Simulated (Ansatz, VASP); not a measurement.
# Two plane-wave programs on HfWS4

Contents of INCAR:

```
ALGO     = Normal         # electronic algorithm
EDIFF    = 1E-6           # SCF threshold, eV
EDIFFG   = -0.01          # ionic threshold
ENCUT    = 600            # plane-wave cutoff, eV
GGA      = PE             # functional
IBRION   = 2              # ionic algorithm
ISIF     = 3              # what is computed and relaxed
ISMEAR   = 0              # smearing method
LASPH    = True           # aspherical terms in the spheres
LCHARG   = False          # write CHGCAR
LREAL    = False          # projectors in reciprocal space
LWAVE    = False          # write WAVECAR
NELM     = 100            # most SCF steps
NSW      = 100            # ionic steps
PREC     = Accurate       # precision mode
SIGMA    = 0.1            # smearing width, eV
```

Contents of KPOINTS:

```
k-points
0
Gamma
  8 8 8
```

Contents of POSCAR:

```
HfWS4
1.0
    5.3447431843      0.0000000000      0.0000000000
    0.0000000000      5.3447431843      0.0000000000
    0.0000000000      0.0000000000      5.3447431843
Hf W S
1 1 4
Direct
    0.0000000000      0.0000000000      0.0000000000
    0.5000000000      0.5000000000      0.5000000000
    0.7413814075      0.7413814075      0.7413814075
    0.2586185925      0.2586185925      0.7413814075
    0.2586185925      0.7413814075      0.2586185925
    0.7413814075      0.2586185925      0.2586185925
```

Input for Ansatz:

```yaml
crystal:
  lattice:
    - [5.3447431843, 0.0, 0.0]
    - [0.0, 5.3447431843, 0.0]
    - [0.0, 0.0, 5.3447431843]
  atoms:
    - { symbol: Hf, position: [0.0, 0.0, 0.0] }
    - { symbol: W, position: [0.5, 0.5, 0.5] }
    - { symbol: S, position: [0.7413814075, 0.7413814075, 0.7413814075] }
    - { symbol: S, position: [0.2586185925, 0.2586185925, 0.7413814075] }
    - { symbol: S, position: [0.2586185925, 0.7413814075, 0.2586185925] }
    - { symbol: S, position: [0.7413814075, 0.2586185925, 0.2586185925] }
basis:
  ecutwfc: 420
kpoints:
  mp_grid: { grid: [8, 8, 8] }
hamiltonian:
  xc: pbe
scf:
  occupations: { method: gaussian, width: 0.1 }
output:
  forces: true
  stress: true
  eigenvalues: true
  write_density: true
  write_potential: true
  elf: true
  volumetric_format: npy
relax:
  adjacent_minimum: "off"
  f_tol: 0.01
  max_steps: 80
  cell: { stress_tol: 0.05 }
```

Alike in both runs: task relaxation of cell and atoms; functional PBE; k mesh 8 × 8 × 8; occupations gaussian, width 0.1 eV; no spin polarisation.

|  | VASP | Ansatz |
| --- | --- | --- |
| version | VASP 6.6.1 | Ansatz 0.2.0 |
| potentials or method | VASP PAW PBE potentials, release 64 (Hf_pv, W_sv, S), cutoff 600 eV | scalar-relativistic, plane waves, PAW |
| valence electrons in the cell | 48 | 64 |

|  | VASP | Ansatz | Ansatz less VASP |
| --- | --- | --- | --- |
| gap on the k mesh at the Fermi level, each at its own relaxed structure (eV) | none | none | - |
| relaxed volume (Å³/atom) | 25.40 | 25.44 | +0.038 |
| relaxed cell length with the largest relative difference (Å) | 5.342 | 5.344 | +0.0027 |

A gap of «none» marks a metal or a gap that the smearing closes. VASP's potentials hold 48 valence electrons a cell and Ansatz's 64, so a difference there can come from the potentials and not from the codes.

Spin-orbit coupling is off throughout. Noted on VASP's run: too few bands were computed for a metal, which touches its energy and stress.
